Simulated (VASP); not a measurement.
Here is a VASP 6.6.1 calculation.

The input INCAR:

```
PREC     = Accurate       # precision mode
ENCUT    = 500            # plane-wave cutoff, eV
EDIFF    = 1E-6           # SCF threshold, eV
ISMEAR   = -1             # smearing method
SIGMA    = 0.05           # smearing width, eV
LREAL    = F              # projectors in reciprocal space
LASPH    = T              # aspherical terms in the spheres
NELM     = 120            # most SCF steps
ALGO     = Normal         # electronic algorithm
ISIF     = 2              # what is computed and relaxed
LWAVE    = F              # write WAVECAR
LCHARG   = F              # write CHGCAR
GGA      = B5             # functional
ALDAX    = 1.0          
AGGAX    = 1.0          
AGGAC    = 1.0          
ALDAC    = 0.0          
IVDW     = 13             # dispersion correction
VDW_S6   = 1.0          
VDW_S8   = 2.34076671   
VDW_A1   = 0.44488865   
VDW_A2   = 4.0933009    
NBANDS   = 16             # bands
GGA_COMPAT= F
```

KPOINTS

```
regular mesh
0
Gamma
  8 8 8
```

POSCAR

```
AgBr
1.0
    0.0000000000      2.8945218828      2.8945218828
    2.8945218828      0.0000000000      2.8945218828
    2.8945218828      2.8945218828      0.0000000000
Ag Br
1 1
Direct
    0.0000000000      0.0000000000      0.0000000000
    0.5000000000      0.5000000000      0.5000000000
```

Potentials or basis: VASP PAW PBE potentials, release 64 (Ag, Br).

Run with:

```bash
$ cat potpaw_PBE.64/Ag/POTCAR potpaw_PBE.64/Br/POTCAR > POTCAR
$ mpirun -np 1 vasp_std > vasp.out
```

(1) Predict the dispersion energy per atom.

(2) Estimate the pressure.

(3) What does it give for the band gap on the k mesh?

Answers

(1) -0.698 eV.

(2) 0.0 GPa.

(3) 0.75 eV, indirect (least direct gap 2.56 eV).

Caveat: the PAW data sets were made with another functional, which shifts forces and pressure a little.
